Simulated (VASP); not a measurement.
Set up this calculation in VASP 6.6.1, as the native input.

* Task: single point
* Functional: r2SCAN
* Potentials or basis: VASP PAW PBE potentials, release 64 (Si, O)
* Cutoff: 520 eV
* k mesh: 6 × 6 × 4
* Occupations: gaussian, width 0.02 eV
* Spin: no spin polarisation
* Dipole correction: no
* Further INCAR settings: ALGO = Normal; EDIFF = 1e-06; NBANDS = 44

Crystal: SiO2.

```
Si O
1.0
     4.91738    0.00000    0.00000
     0.00000    4.91738    0.00000
     0.00000    0.00000    7.42762
Si O
4 8
Direct
  0.00000 0.00000 0.00000
  0.00000 0.50000 0.25000
  0.50000 0.50000 0.50000
  0.50000 0.00000 0.75000
  0.09763 0.25000 0.12500
  0.25000 0.59763 0.37500
  0.75000 0.40237 0.37500
  0.90237 0.75000 0.12500
  0.59763 0.75000 0.62500
  0.75000 0.09763 0.87500
  0.25000 0.90237 0.87500
  0.40237 0.25000 0.62500
```

This cell differs from its parent crystal: uniaxial strain along c: +1.5 %, then relaxed in part.

One way to write it, as run:

POSCAR

```
SiO2
1.0
    4.9173772296      0.0000000000      0.0000000000
    0.0000000000      4.9173772296      0.0000000000
    0.0000000000      0.0000000000      7.4276207998
Si O
4 8
Direct
    0.0000000000      0.0000000000      0.0000000000
    0.0000000000      0.5000000000      0.2500000000
    0.5000000000      0.5000000000      0.5000000000
    0.5000000000      0.0000000000      0.7500000000
    0.0976271451      0.2500000000      0.1250000000
    0.2500000000      0.5976271451      0.3750000000
    0.7500000000      0.4023728549      0.3750000000
    0.9023728549      0.7500000000      0.1250000000
    0.5976271451      0.7500000000      0.6250000000
    0.7500000000      0.0976271451      0.8750000000
    0.2500000000      0.9023728549      0.8750000000
    0.4023728549      0.2500000000      0.6250000000
```

INCAR.step1

```
  ALGO = Normal
  EDIFF = 1E-4
  ENCUT = 520
  GGA = PE
  ISMEAR = 0
  LASPH = T
  LCHARG = F
  LREAL = F
  LWAVE = T
  NBANDS = 44
  NELM = 60
  PREC = Accurate
  SIGMA = 0.02
```

INCAR.step2

```
  ALGO = Normal
  EDIFF = 1E-6
  ENCUT = 520
  ISIF = 2
  ISMEAR = 0
  ISTART = 1
  LASPH = T
  LCHARG = T
  LELF = T
  LMIXTAU = T
  LREAL = F
  LVHAR = T
  LWAVE = F
  METAGGA = R2SCAN
  NBANDS = 44
  NELM = 60
  PREC = Accurate
  SIGMA = 0.02
```

KPOINTS

```
k-points
0
Gamma
  6 6 4
```

Potentials or basis: VASP PAW PBE potentials, release 64 (Si, O).

Command:

```bash
$ cat potpaw_PBE.64/Si/POTCAR potpaw_PBE.64/O/POTCAR > POTCAR
$ cp INCAR.step1 INCAR
$ mpirun -np 1 vasp_std > vasp.out
$ cp INCAR.step2 INCAR
$ mpirun -np 1 vasp_std > vasp.out
```

Results of the run:

| Property | Result |
| --- | --- |
| Pressure | -0.3 GPa |
| Band gap on the k mesh | 6.52 eV |

Caveat: the cell differs from its parent crystal (uniaxial strain along c: +1.5 %, then relaxed in part); the PAW data sets were made with another functional, which shifts forces and pressure a little.

Wall time 7 min on 1 thread of Intel(R) Xeon(R) 6975P-C (Granite Rapids), on a shared host, peak memory 0.41 GiB.
